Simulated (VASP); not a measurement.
# FeCu (Cmmm) in VASP: a series of runs

FeCu is run at these levels: PBE; tasks: single point.

All numbers are computed with VASP 6.6.1; they aren't measurements. Logs are shortened: lines on timing, memory, paths and dates and some standing lists are left out, and cuts for length are marked.

## Step 1: The cell of the first run

The structure is orthorhombic, space group Cmmm (No. 65). The conventional cell has a = 2.877 Å, b = 3.976 Å, c = 4.138 Å, α = 90.00°, β = 90.00°, γ = 90.00°. Within 3.2 Å of Fe (site symmetry mmm) lie 6 Fe at 2.45 to 2.88 Å and 8 Cu at 2.52 to 2.87 Å. Cu (site symmetry mmm) has 6 Cu at 2.45 to 2.88 Å and 8 Fe at 2.52 to 2.87 Å within 3.2 Å.

## Step 2: Single point, PBE, collinear spin, ferromagnetic start

INCAR

```
SYSTEM = FeCu
  PREC = Accurate
  ENCUT = 520
  EDIFF = 1E-7
  ISMEAR = -1
  SIGMA = 0.03
  LREAL = .False.
  LASPH = .True.
  NELM = 150
  ALGO = Normal
  ISIF = 2
  LWAVE = .False.
  LCHARG = .False.
  ISPIN = 2
  MAGMOM = 3.14 0
  LORBIT = 11
  NUPDOWN = 3.14
  LMAXMIX = 4
  GGA = PE
  NBANDS = 20
```

KPOINTS

```
regular mesh
0
Gamma
  12 12 7
  0 0 0
```

POSCAR

```
FeCu
1.0
    1.4382720000     -1.9879340000      0.0000000000
    1.4382720000      1.9879340000      0.0000000000
    0.0000000000      0.0000000000      4.1381350000
Fe Cu
1 1
Direct
    0.0000000000      0.0000000000      0.0000000000
    0.5000000000      0.5000000000      0.5000000000
```

Potentials or basis: VASP PAW PBE potentials, release 64 (Fe, Cu).

On the command line:

```sh
> cat potpaw_PBE.64/Fe/POTCAR potpaw_PBE.64/Cu/POTCAR > POTCAR
> mpirun -np 1 vasp_std > vasp.out
```

OUTCAR:

```text
SYSTEM = FeCu
   PREC = Accurate
   ENCUT = 520
   EDIFF = 1E-7
   ISMEAR = -1
   LREAL = .False.
   LASPH = .True.
   NELM = 150
   ISIF = 2
   ISPIN = 2
   LORBIT = 11
   NUPDOWN = 3.14
   GGA = PE

 ion  position               nearest neighbor table
   1  0.000  0.000  0.000-   2 2.52   2 2.52   2 2.52   2 2.52   2 2.87   2 2.87   2 2.87   2 2.87

   2  0.500  0.500  0.500-   1 2.52   1 2.52   1 2.52   1 2.52   1 2.87   1 2.87   1 2.87   1 2.87

  LATTYP: Found a base centered orthorhombic cell.
 ALAT       =     2.8765440000
 B/A-ratio  =     1.3821683242
 C/A-ratio  =     1.4385787250

  Lattice vectors:

 A1 = (   1.4382720000,  -1.9879340000,   0.0000000000)
 A2 = (   1.4382720000,   1.9879340000,   0.0000000000)
 A3 = (   0.0000000000,   0.0000000000,   4.1381350000)

Analysis of symmetry for initial positions (statically):
=====================================================================
 Subroutine PRICEL returns:
 Original cell was already a primitive cell.

 Routine SETGRP: Setting up the symmetry group for a
 base centered orthorhombic supercell.

 Subroutine GETGRP returns: Found  8 space group operations
 (whereof  8 operations were pure point group operations)
 out of a pool of  8 trial point group operations.

The static configuration has the point symmetry D_2h.

Analysis of symmetry for dynamics (positions and initial velocities):
=====================================================================
 Subroutine PRICEL returns:
 Original cell was already a primitive cell.

 Routine SETGRP: Setting up the symmetry group for a
 base centered orthorhombic supercell.

 Subroutine GETGRP returns: Found  8 space group operations
 (whereof  8 operations were pure point group operations)
 out of a pool of  8 trial point group operations.

The dynamic configuration has the point symmetry D_2h.

Analysis of structural, dynamic, and magnetic symmetry:
=====================================================================
 Subroutine PRICEL returns:
 Original cell was already a primitive cell.

 Routine SETGRP: Setting up the symmetry group for a
 base centered orthorhombic supercell.

 Subroutine GETGRP returns: Found  8 space group operations
 (whereof  8 operations were pure point group operations)
 out of a pool of  8 trial point group operations.

The overall configuration has the point symmetry D_2h.

 Subroutine INISYM returns: Found  8 space group operations
 (whereof  8 operations are pure point group operations),
 and found     1 'primitive' translations

----------------------------------------------------------------------------------------

                                     Primitive cell

  volume of cell :      23.6634

  direct lattice vectors                    reciprocal lattice vectors
     1.438272000 -1.987934000  0.000000000     0.347639389 -0.251517405  0.000000000
     1.438272000  1.987934000  0.000000000     0.347639389  0.251517405  0.000000000
     0.000000000  0.000000000  4.138135000     0.000000000  0.000000000  0.241654755

  length of vectors
     2.453672336  2.453672336  4.138135000     0.429085248  0.429085248  0.241654755

  position of ions in fractional coordinates (direct lattice)
     0.000000000  0.000000000  0.000000000
     0.500000000  0.500000000  0.500000000

  ion indices of the primitive-cell ions
   primitive index   ion index
                 1           1
                 2           2

----------------------------------------------------------------------------------------

 KPOINTS: regular mesh

Automatic generation of k-mesh.
 Grid dimensions read from file:
 generate k-points for:   12   12    7

 Generating k-lattice:

  Cartesian coordinates                     Fractional coordinates (reciprocal lattice)
     0.028969949 -0.020959784  0.000000000     0.083333333  0.000000000  0.000000000
     0.028969949  0.020959784  0.000000000     0.000000000  0.083333333  0.000000000
     0.000000000  0.000000000  0.034522108     0.000000000  0.000000000  0.142857143

  Length of vectors
     0.035757104  0.035757104  0.034522108

  Shift w.r.t. Gamma in fractional coordinates (k-lattice)
     0.000000000  0.000000000  0.000000000

 Subroutine IBZKPT returns following result:
 ===========================================

 Found    172 irreducible k-points:

 Following reciprocal coordinates:
            Coordinates               Weight
  0.000000  0.000000  0.000000      1.000000
  0.083333  0.000000  0.000000      4.000000
  0.166667 -0.000000  0.000000      4.000000
  0.250000 -0.000000  0.000000      4.000000
  0.333333 -0.000000  0.000000      4.000000
  0.416667 -0.000000  0.000000      4.000000
[... 16 lines left out ...]
  0.500000  0.166667  0.000000      4.000000
 -0.416667  0.166667  0.000000      4.000000
 [... further k-points ...]
   k-points           NKPTS =    172   k-points in BZ     NKDIM =    172   number of bands    NBANDS=     20
   number of dos      NEDOS =    301   number of ions     NIONS =      2
   total plane-waves  NPLWV =  10368
   dimension x,y,z NGX =    18 NGY =   18 NGZ =   32
   dimension x,y,z NGXF=    36 NGYF=   36 NGZF=   64
   ions per type =               1   1
   NGX,Y,Z   is equivalent  to a cutoff of  12.20, 12.20, 12.86 a.u.
   NGXF,Y,Z  is equivalent  to a cutoff of  24.39, 24.39, 25.71 a.u.
 SYSTEM =  FeCu
   PREC   = accura    normal or accurate (medium, high low for compatibility)
   ISTART =      0    job   : 0-new  1-cont  2-samecut
   ICHARG =      2    charge: 1-file 2-atom 10-const
   ISPIN  =      2    spin polarized calculation?
   LNONCOLLINEAR =      F non collinear calculations
   LSORBIT =      F    spin-orbit coupling
   LASPH  =      T    aspherical Exc in radial PAW
   ENCUT  =  520.0 eV  38.22 Ry    6.18 a.u.   4.56  4.56  7.69*2*pi/ulx,y,z
   NELM   =    150;   NELMIN=  2; NELMDL= -5     # of ELM steps
   EDIFF  = 0.1E-06   stopping-criterion for ELM
   LREAL  =      F    real-space projection
   EDIFFG = 0.1E-05   stopping-criterion for IOM
   NSW    =      0    number of steps for IOM
   IBRION =     -1    ionic relax: 0-MD 1-quasi-New 2-CG
   NFREE  =      0    steps in history (QN), initial steepest desc. (CG)
   ISIF   =      2    stress and relaxation
   ISYM   =      2    0-nonsym 1-usesym 2-fastsym
   POTIM  = 0.5000    time-step for ionic-motion
   TEBEG  =    0.0;   TEEND  =   0.0 temperature during run
   PSTRESS=    0.0 pullay stress
   NELECT =      19.0000    total number of electrons
   NUPDOWN=       3.1400    fix difference up-down
   EMIN   =  10.00;   EMAX   =-10.00  energy-range for DOS
   EFERMI =   0.00;   METHOD = LEGACY
   ISMEAR =    -1;   SIGMA  =   0.03  broadening in eV -4-tet -1-fermi 0-gaus
   EFERMI_NEDOS =   21; number of points for ismear=-14 and -15
   IALGO  =     38    algorithm
   IMIX   =      4    mixing-type and parameters
     AMIX     =   0.40;   BMIX     =  1.00
     AMIX_MAG =   1.60;   BMIX_MAG =  1.00
  volume/ion in A,a.u.               =      11.83        79.84
  Fermi-wavevector in a.u.,A,eV,Ry     =   1.521599  2.875405 31.501064  2.315263
  Thomas-Fermi vector in A             =   2.630292
   LORBIT       =     11    0 simple, 1 ext, 2 COOP (PROOUT), +10 PAW based schemes
   GGA     = PE    functional components
   LHFCALC =     F    Hartree Fock is set to
   AEXX    =    0.0000 exact exchange contribution
   IVDW    =     0    specifies the selected vdW correction
   LEPSILON=     F    determine dielectric tensor
   LRPA    =     F    only Hartree local field effects (RPA)
 spin polarized calculation
  energy-cutoff  :      520.00
  volume of cell :       23.66
 maximum number of plane-waves:       652
   NGX =  9   NGY =  9   NGZ = 15

 number of electron      18.9999983 magnetization       3.1399999

 Free energy of the ion-electron system (eV)
  ---------------------------------------------------
  ext. energy  EPLUGINS =         0.00000000
  ---------------------------------------------------
  free energy    TOTEN  =       -11.50722940 eV

  energy without entropy =      -11.50255743  energy(sigma->0) =      -11.50489342

 E-fermi :   6.5006     XC(G=0): -12.8042

 val. band max:        7.4000230229   @ k =   0.1667  -0.0000   0.1429
 cond. band min:       6.5010716722   @ k =   0.4167   0.1667   0.2857
 fundamental gap:     -0.8989513508
 Fermi energy:         7.4234832063

 spin component 1

 k-point     1 :       0.0000    0.0000    0.0000
  band No.  band energies     occupation
      1      -2.3939      1.00000
      2       1.3789      1.00000
      3       2.7134      1.00000
      4       3.4739      1.00000
      5       3.5523      1.00000
      6       3.5780      1.00000
[... 12 lines left out ...]
     19      31.7511      0.00000
     20      31.9062      0.00000
[... 507 lines left out ...]
 k-point    24 :      -0.4167    0.1667    0.0000
  band No.  band energies     occupation
      1       1.4610      1.00000
      2       2.4412      1.00000
      3       2.6091      1.00000
      4       2.8210      1.00000
      5       2.9339      1.00000
      6       3.3791      1.00000
[... 12 lines left out ...]
     19      28.3137      0.00000
     20      30.6743      0.00000

 [... further k-points ...]

 spin component 2

 k-point     1 :       0.0000    0.0000    0.0000
  band No.  band energies     occupation
      1      -2.1473      1.00000
      2       2.0861      1.00000
      3       3.0571      1.00000
      4       4.1693      1.00000
      5       4.3675      1.00000
      6       4.6397      1.00000
[... 12 lines left out ...]
     19      31.8053      0.00000
     20      32.3654      0.00000
[... 507 lines left out ...]
 k-point    24 :      -0.4167    0.1667    0.0000
  band No.  band energies     occupation
      1       1.8201      1.00000
      2       2.9928      1.00000
      3       3.1046      1.00000
      4       3.3682      1.00000
      5       3.8438      1.00000
      6       4.8974      1.00000
[... 12 lines left out ...]
     19      28.7022      0.00000
     20      31.2042      0.00000

 [... further k-points ...]

------------------------ aborting loop because EDIFF is reached ----------------------------------------

  FORCE on cell =-STRESS in cart. coord.  units (eV):
  Direction    XX          YY          ZZ          XY          YZ          ZX
  --------------------------------------------------------------------------------------
  -------------------------------------------------------------------------------------
  Total        1.0734301      0.8527940      0.7240179     -0.0000000      0.0000000      0.0000000
  in kB       72.6786245     57.7400368     49.0210068     -0.0000000      0.0000000      0.0000000
  external PRESSURE =      59.8132227 kB  Pullay stress =       0.0000000 kB

 VOLUME and BASIS-vectors are now :
 -----------------------------------------------------------------------------
  energy-cutoff  :      520.00
  volume of cell :       23.66
      direct lattice vectors                 reciprocal lattice vectors
     1.438272000 -1.987934000  0.000000000     0.347639389 -0.251517405  0.000000000
     1.438272000  1.987934000  0.000000000     0.347639389  0.251517405  0.000000000
     0.000000000  0.000000000  4.138135000     0.000000000  0.000000000  0.241654755

 POSITION                                       TOTAL-FORCE (eV/Angst)
 -----------------------------------------------------------------------------------
      0.00000      0.00000      0.00000         0.000000      0.000000      0.000000
      1.43827      0.00000      2.06907        -0.000000      0.000000      0.000000
 -----------------------------------------------------------------------------------
    total drift:                               -0.000000     -0.000000     -0.000000

  FREE ENERGIE OF THE ION-ELECTRON SYSTEM (eV)
  ---------------------------------------------------
  free  energy   TOTEN  =       -11.5072294033 eV

  energy  without entropy=      -11.5025574308  energy(sigma->0) =      -11.50489342

 total charge

# of ion       s       p       d       tot
------------------------------------------
    1        0.464   0.482   6.157   7.103
    2        0.478   0.448   9.126  10.052
--------------------------------------------------
tot          0.943   0.930  15.283  17.155

 magnetization (x)

# of ion       s       p       d       tot
------------------------------------------
    1        0.015   0.036   2.847   2.898
    2       -0.002  -0.014   0.204   0.189
--------------------------------------------------
tot          0.014   0.022   3.052   3.087
```

Wall time 2 min (1 thread of Intel Xeon Platinum 8259CL at 2.50GHz (Skylake/Cascade Lake), shared host); peak memory 0.24 GiB.

What came out:

| Quantity | Value |
| --- | --- |
| Free energy | -11.5072 eV |
| Pressure | 6.0 GPa |
| Net moment | 3.14 μB per cell |
| Site moments | Fe +2.90; Cu +0.19 μB |
| Valence electrons inside the program's atomic spheres | Fe 7.10; Cu 10.05 |

Stress tensor (GPa, compression positive):
```
7.27 0.00 0.00
0.00 5.77 0.00
0.00 0.00 4.90
```

Caveat: the cell stands under pressure; the total moment is fixed, so each spin has its own Fermi level and the state may be an excited one.

## Step 3: Single point, PBE, collinear spin, ferromagnetic start

INCAR

```
SYSTEM = FeCu
PREC = Accurate
ENCUT = 520
EDIFF = 1E-6
ISMEAR = -1
SIGMA = 0.03
LREAL = .FALSE.
LASPH = .TRUE.
NELM = 150
ALGO = Normal
ISIF = 2
LWAVE = .FALSE.
LCHARG = .FALSE.
ISPIN = 2
MAGMOM = 3.54 0
LORBIT = 11
NUPDOWN = 3.54
LMAXMIX = 4
GGA = PE
NBANDS = 20
```

KPOINTS

```
regular mesh
0
G
  12 12 7
  0 0 0
```

POSCAR is that of step 2.

Potentials or basis: VASP PAW PBE potentials, release 64 (Fe, Cu).

On the command line:

```sh
> cat potpaw_PBE.64/Fe/POTCAR potpaw_PBE.64/Cu/POTCAR > POTCAR
> mpirun -np 1 vasp_std > vasp.out
```

Run time: 1.8 min. Hardware: 1 thread of Intel Xeon Platinum 8259CL at 2.50GHz (Skylake/Cascade Lake), shared host; peak memory 0.24 GiB.

It converged, with:

- Free energy: -11.2555 eV
- Pressure: 9.9 GPa
- Net moment: 3.54 μB per cell
- Site moments: Fe +3.13; Cu +0.30 μB
- Valence electrons inside the program's atomic spheres: Fe 7.09; Cu 10.06

Stress tensor (GPa, compression positive):
```
11.15  0.00  0.00
 0.00 11.22  0.00
 0.00  0.00  7.41
```

Caveat: the cell stands under pressure; the total moment is fixed, so each spin has its own Fermi level and the state may be an excited one.
